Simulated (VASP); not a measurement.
A run of VASP 6.6.1 is set up as follows.

File INCAR:

```
SYSTEM = KF
PREC = Accurate ; ENCUT = 600
EDIFF = 1E-6 ; ISMEAR = 0
SIGMA = 0.02 ; LREAL = .FALSE.
LASPH = .TRUE. ; NELM = 120
ALGO = Normal ; ISIF = 2
LWAVE = .FALSE. ; LCHARG = .FALSE.
GGA = PS ; NBANDS = 15
GGA_COMPAT = .FALSE.
```

File KPOINTS:

```
Automatic mesh
0
G
  6 6 6
  0 0 0
```

File POSCAR:

```
KF
1.0
    0.0000000000      2.6532857142      2.6532857142
    2.6532857142      0.0000000000      2.6532857142
    2.6532857142      2.6532857142      0.0000000000
K F
1 1
Direct
    0.0000000000      0.0000000000      0.0000000000
    0.5000000000      0.5000000000      0.5000000000
```

Potentials or basis: VASP PAW PBE potentials, release 64 (K_sv, F).

Launch:

```bash
$ cat potpaw_PBE.64/K_sv/POTCAR potpaw_PBE.64/F/POTCAR > POTCAR
$ mpirun -np 1 vasp_std > vasp.out
```

Question: Estimate the pressure.

Answer: 0.0 GPa.

Question: Predict the band gap on the k mesh.

Answer: 6.14 eV, direct.

Caveat: the PAW data sets were made with another functional, which shifts forces and pressure a little. As with any semilocal functional, this PBEsol gap is likely too small.
